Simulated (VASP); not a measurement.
# SnH2Br2 (I4/mmm) in VASP: notebook, part 2 of 2

VASP 6.6.1. Earlier steps stand in the parts before.

**3. Single point, PBE**

This run uses another cell than the first one, of 19.05 Å³/atom.

INCAR

```
ALGO = Normal
EDIFF = 1E-7
ENCUT = 520
GGA = PE
ISIF = 2
ISMEAR = 0
LASPH = T
LCHARG = T
LELF = T
LREAL = F
LVHAR = T
LWAVE = F
NBANDS = 23
NELM = 100
PREC = Accurate
SIGMA = 0.1
```

KPOINTS

```
k-points
0
Gamma
  16 16 16
```

POSCAR

```
SnH2Br2
1.0
   -1.7253586465      1.7253586465      7.9998900670
    1.7253586465     -1.7253586465      7.9998900670
    1.7253586465      1.7253586465     -7.9998900670
Sn H Br
1 2 2
Direct
    0.0000000000      0.0000000000      0.0000000000
    0.7500000000      0.2500000000      0.5000000000
    0.2500000000      0.7500000000      0.5000000000
    0.6742157568      0.6742157568      0.0000000000
    0.3257842432      0.3257842432      0.0000000000
```

Potentials or basis: VASP PAW PBE potentials, release 64 (Sn_d, H, Br).

Command:

```console
> cat potpaw_PBE.64/Sn_d/POTCAR potpaw_PBE.64/H/POTCAR potpaw_PBE.64/Br/POTCAR > POTCAR
> mpirun -np 1 vasp_std > vasp.out
```

OUTCAR:

```text
EDIFF = 1E-7
   ENCUT = 520
   GGA = PE
   ISIF = 2
   ISMEAR = 0
   LASPH = T
   LREAL = F
   NELM = 100
   PREC = Accurate

 ion  position               nearest neighbor table
   1  0.000  0.000  0.000-
   2  0.750  0.250  0.500-
   3  0.250  0.750  0.500-
   4  0.674  0.674  0.000-
   5  0.326  0.326  0.000-

  LATTYP: Found a body centered tetragonal cell.
 ALAT       =     3.4507172930
 C/A-ratio  =     4.6366534188

  Lattice vectors:

 A1 = (  -1.7253586465,   1.7253586465,   7.9998900670)
 A2 = (   1.7253586465,  -1.7253586465,   7.9998900670)
 A3 = (   1.7253586465,   1.7253586465,  -7.9998900670)

Analysis of symmetry for initial positions (statically):
=====================================================================
 Subroutine PRICEL returns:
 Original cell was already a primitive cell.

 Routine SETGRP: Setting up the symmetry group for a
 body centered tetragonal supercell.

 Subroutine GETGRP returns: Found 16 space group operations
 (whereof 16 operations were pure point group operations)
 out of a pool of 16 trial point group operations.

The static configuration has the point symmetry D_4h.

Analysis of symmetry for dynamics (positions and initial velocities):
=====================================================================
 Subroutine PRICEL returns:
 Original cell was already a primitive cell.

 Routine SETGRP: Setting up the symmetry group for a
 body centered tetragonal supercell.

 Subroutine GETGRP returns: Found 16 space group operations
 (whereof 16 operations were pure point group operations)
 out of a pool of 16 trial point group operations.

The dynamic configuration has the point symmetry D_4h.

 Subroutine INISYM returns: Found 16 space group operations
 (whereof 16 operations are pure point group operations),
 and found     1 'primitive' translations

----------------------------------------------------------------------------------------

                                     Primitive cell

  volume of cell :      95.2583

  direct lattice vectors                    reciprocal lattice vectors
    -1.725358646  1.725358646  7.999890067     0.000000000  0.289794821  0.062500859
     1.725358646 -1.725358646  7.999890067     0.289794821  0.000000000  0.062500859
     1.725358646  1.725358646 -7.999890067     0.289794821  0.289794821  0.000000000

  length of vectors
     8.363729192  8.363729192  8.363729192     0.296458084  0.296458084  0.409831766

  position of ions in fractional coordinates (direct lattice)
     0.000000000  0.000000000  0.000000000
     0.750000000  0.250000000  0.500000000
     0.250000000  0.750000000  0.500000000
     0.674215757  0.674215757  0.000000000
     0.325784243  0.325784243  0.000000000

  ion indices of the primitive-cell ions
   primitive index   ion index
                 1           1
                 2           2
                 3           3
                 4           4
                 5           5

----------------------------------------------------------------------------------------

 KPOINTS: k-points

Automatic generation of k-mesh.
 Grid dimensions read from file:
 generate k-points for:   16   16   16

 Generating k-lattice:

  Cartesian coordinates                     Fractional coordinates (reciprocal lattice)
     0.000000000  0.018112176  0.003906304     0.062500000  0.000000000  0.000000000
     0.018112176  0.000000000  0.003906304     0.000000000  0.062500000  0.000000000
     0.018112176  0.018112176  0.000000000     0.000000000  0.000000000  0.062500000

  Length of vectors
     0.018528630  0.018528630  0.025614485

  Shift w.r.t. Gamma in fractional coordinates (k-lattice)
     0.000000000  0.000000000  0.000000000

 Subroutine IBZKPT returns following result:
 ===========================================

 Found    349 irreducible k-points:

 Following reciprocal coordinates:
            Coordinates               Weight
  0.000000  0.000000  0.000000      1.000000
  0.062500 -0.000000  0.000000      8.000000
  0.125000 -0.000000  0.000000      8.000000
  0.187500 -0.000000  0.000000      8.000000
  0.250000 -0.000000  0.000000      8.000000
  0.312500 -0.000000  0.000000      8.000000
[... 16 lines left out ...]
 -0.125000  0.062500 -0.000000     16.000000
 -0.062500  0.062500  0.000000      4.000000
 [... further k-points ...]
   k-points           NKPTS =    349   k-points in BZ     NKDIM =    349   number of bands    NBANDS=     23
   number of dos      NEDOS =    301   number of ions     NIONS =      5
   total plane-waves  NPLWV = 262144
   dimension x,y,z NGX =    64 NGY =   64 NGZ =   64
   dimension x,y,z NGXF=   128 NGYF=  128 NGZF=  128
   ions per type =               1   2   2
   NGX,Y,Z   is equivalent  to a cutoff of  12.72, 12.72, 12.72 a.u.
   NGXF,Y,Z  is equivalent  to a cutoff of  25.44, 25.44, 25.44 a.u.
 SYSTEM =  unknown system
   PREC   = accura    normal or accurate (medium, high low for compatibility)
   ISTART =      0    job   : 0-new  1-cont  2-samecut
   ICHARG =      2    charge: 1-file 2-atom 10-const
   ISPIN  =      1    spin polarized calculation?
   LNONCOLLINEAR =      F non collinear calculations
   LSORBIT =      F    spin-orbit coupling
   LASPH  =      T    aspherical Exc in radial PAW
   ENCUT  =  520.0 eV  38.22 Ry    6.18 a.u.  15.55 15.55 15.55*2*pi/ulx,y,z
   NELM   =    100;   NELMIN=  2; NELMDL= -5     # of ELM steps
   EDIFF  = 0.1E-06   stopping-criterion for ELM
   LREAL  =      F    real-space projection
   EDIFFG = 0.1E-05   stopping-criterion for IOM
   NSW    =      0    number of steps for IOM
   IBRION =     -1    ionic relax: 0-MD 1-quasi-New 2-CG
   NFREE  =      0    steps in history (QN), initial steepest desc. (CG)
   ISIF   =      2    stress and relaxation
   ISYM   =      2    0-nonsym 1-usesym 2-fastsym
   POTIM  = 0.5000    time-step for ionic-motion
   TEBEG  =    0.0;   TEEND  =   0.0 temperature during run
   PSTRESS=    0.0 pullay stress
   NELECT =      30.0000    total number of electrons
   NUPDOWN=      -1.0000    fix difference up-down
   EMIN   =  10.00;   EMAX   =-10.00  energy-range for DOS
   EFERMI =   0.00;   METHOD = LEGACY
   ISMEAR =     0;   SIGMA  =   0.10  broadening in eV -4-tet -1-fermi 0-gaus
   EFERMI_NEDOS =   21; number of points for ismear=-14 and -15
   IALGO  =     38    algorithm
   IMIX   =      4    mixing-type and parameters
     AMIX     =   0.40;   BMIX     =  1.00
     AMIX_MAG =   1.60;   BMIX_MAG =  1.00
  volume/ion in A,a.u.               =      19.05       128.57
  Fermi-wavevector in a.u.,A,eV,Ry     =   1.113818  2.104811 16.879266  1.240591
  Thomas-Fermi vector in A             =   2.250407
   LORBIT       =      0    0 simple, 1 ext, 2 COOP (PROOUT), +10 PAW based schemes
   GGA     = PE    functional components
   LHFCALC =     F    Hartree Fock is set to
   AEXX    =    0.0000 exact exchange contribution
   IVDW    =     0    specifies the selected vdW correction
   LEPSILON=     F    determine dielectric tensor
   LRPA    =     F    only Hartree local field effects (RPA)
 non-spin polarized calculation
 Gauss-broadening in eV      SIGMA  =   0.10
  energy-cutoff  :      520.00
  volume of cell :       95.26
 maximum number of plane-waves:      2597
 NGX is ok and might be reduce to    64
   NGX = 31   NGY = 31   NGZ = 31

 number of electron      30.0000004 magnetization

 Free energy of the ion-electron system (eV)
  ---------------------------------------------------
  ext. energy  EPLUGINS =         0.00000000
  ---------------------------------------------------
  free energy    TOTEN  =       -11.48824608 eV

  energy without entropy =      -11.48085546  energy(sigma->0) =      -11.48455077

 E-fermi :   4.0993     XC(G=0):  -9.2061

 val. band max:        4.0964876886   @ k =  -0.2500   0.2500   0.1250
 cond. band min:       4.0997480735   @ k =  -0.3750  -0.3750   0.2500
 fundamental gap:      0.0032603849
 Fermi energy:         4.0993135997

 k-point     1 :       0.0000    0.0000    0.0000
  band No.  band energies     occupation
      1     -17.8131      2.00000
      2     -17.7089      2.00000
      3     -17.7089      2.00000
      4     -17.6380      2.00000
      5     -17.5186      2.00000
      6     -12.9114      2.00000
[... 613 lines left out ...]
     22      11.3894      0.00000
     23      12.7048      0.00000

 [... further k-points ...]

------------------------ aborting loop because EDIFF is reached ----------------------------------------

  FORCE on cell =-STRESS in cart. coord.  units (eV):
  Direction    XX          YY          ZZ          XY          YZ          ZX
  --------------------------------------------------------------------------------------
  -------------------------------------------------------------------------------------
  Total       -0.0230237     -0.0230237     -0.0271216      0.0000000      0.0000000      0.0000000
  in kB       -0.3872429     -0.3872429     -0.4561666      0.0000000      0.0000000      0.0000000
  external PRESSURE =      -0.4102175 kB  Pullay stress =       0.0000000 kB

 VOLUME and BASIS-vectors are now :
 -----------------------------------------------------------------------------
  energy-cutoff  :      520.00
  volume of cell :       95.26
      direct lattice vectors                 reciprocal lattice vectors
    -1.725358646  1.725358646  7.999890067     0.000000000  0.289794821  0.062500859
     1.725358646 -1.725358646  7.999890067     0.289794821  0.000000000  0.062500859
     1.725358646  1.725358646 -7.999890067     0.289794821  0.289794821  0.000000000

 POSITION                                       TOTAL-FORCE (eV/Angst)
 -----------------------------------------------------------------------------------
      0.00000      0.00000      0.00000         0.000000      0.000000     -0.000000
      0.00000      1.72536      3.99995         0.000000      0.000000     -0.000000
      1.72536      0.00000      3.99995         0.000000      0.000000     -0.000000
      0.00000      0.00000     10.78730        -0.000000     -0.000000     -0.002391
      0.00000      0.00000      5.21248         0.000000      0.000000      0.002391
 -----------------------------------------------------------------------------------
    total drift:                                0.000000     -0.000000      0.000000

  FREE ENERGIE OF THE ION-ELECTRON SYSTEM (eV)
  ---------------------------------------------------
  free  energy   TOTEN  =       -11.4882460794 eV

  energy  without entropy=      -11.4808554556  energy(sigma->0) =      -11.48455077
```

Wall time 27 min (1 thread of Intel Xeon 6975P-C (Granite Rapids), shared host); peak memory 1.1 GiB.

Results:

| Item | Value |
| --- | --- |
| Free energy | -11.4882 eV |
| Pressure | 0.0 GPa |
| Band gap on the k mesh | zero (bands 15 and 16 overlap by 1.94 eV) |

Forces on the atoms (eV/Å):
```
Sn   0.000  0.000  0.000
H    0.000  0.000  0.000
H    0.000  0.000  0.000
Br   0.000  0.000 -0.002
Br   0.000  0.000  0.002
```

Levels at points of the mesh, in eV from the Fermi level:
| k point | band 13 | band 14 | band 15 | band 16 | band 17 | band 18 |
| --- | --- | --- | --- | --- | --- | --- |
| (0.00, 0.00, 0.00) | -1.91 | -1.91 | -1.63 | 1.08 | 2.70 | 4.38 |
| (0.50, 0.00, 0.00) | -2.09 | -2.09 | -1.69 | 0.28 | 1.19 | 2.56 |
| (0.50, 0.50, 0.00) | -3.58 | -3.52 | -1.22 | -0.67 | 1.48 | 1.55 |
| (0.50, 0.50, 0.50) | -1.88 | -1.88 | -1.63 | -0.67 | 4.05 | 4.28 |

Caveat: spin-orbit coupling is left out, which moves the levels of the heavy elements.

The gap in the log of VASP goes by the Fermi energy; the results here count the filled bands.